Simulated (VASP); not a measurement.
Here is a VASP 6.6.1 calculation.

File INCAR:

```
ALGO     = Normal         # electronic algorithm
EDIFF    = 1E-6           # SCF threshold, eV
ENCUT    = 520            # plane-wave cutoff, eV
GGA      = PE             # functional
ISIF     = 2              # what is computed and relaxed
ISMEAR   = 0              # smearing method
LASPH    = T              # aspherical terms in the spheres
LCHARG   = T              # write CHGCAR
LELF     = T              # ELF
LREAL    = F              # projectors in reciprocal space
LVHAR    = T            
LWAVE    = F              # write WAVECAR
NBANDS   = 16             # bands
NELM     = 60             # most SCF steps
PREC     = Accurate       # precision mode
SIGMA    = 0.15           # smearing width, eV
```

The input KPOINTS:

```
k-points
0
Gamma
  16 16 16
```

Contents of POSCAR:

```
GaSb
1.0
   -2.6274500000      2.6274500000      1.6074500000
    2.6274500000     -2.6274500000      1.6074500000
    2.6274500000      2.6274500000     -1.6074500000
Ga Sb
1 1
Direct
    0.2500000000      0.7500000000      0.5000000000
    0.0000000000      0.0000000000      0.0000000000
```

Potentials or basis: VASP PAW PBE potentials, release 64 (Ga_d, Sb).

The run is started by

```sh
$ cat potpaw_PBE.64/Ga_d/POTCAR potpaw_PBE.64/Sb/POTCAR > POTCAR
$ mpirun -np 1 vasp_std > vasp.out
```

(1) What does it give for the pressure?

(2) Predict the band gap on the k mesh.

Results:

(1) 6.3 GPa.

(2) zero (band 9 reaches 9.85 eV, above the bottom of band 10 at 4.33 eV).

Caveat: spin-orbit coupling is left out, which moves the levels of the heavy elements.
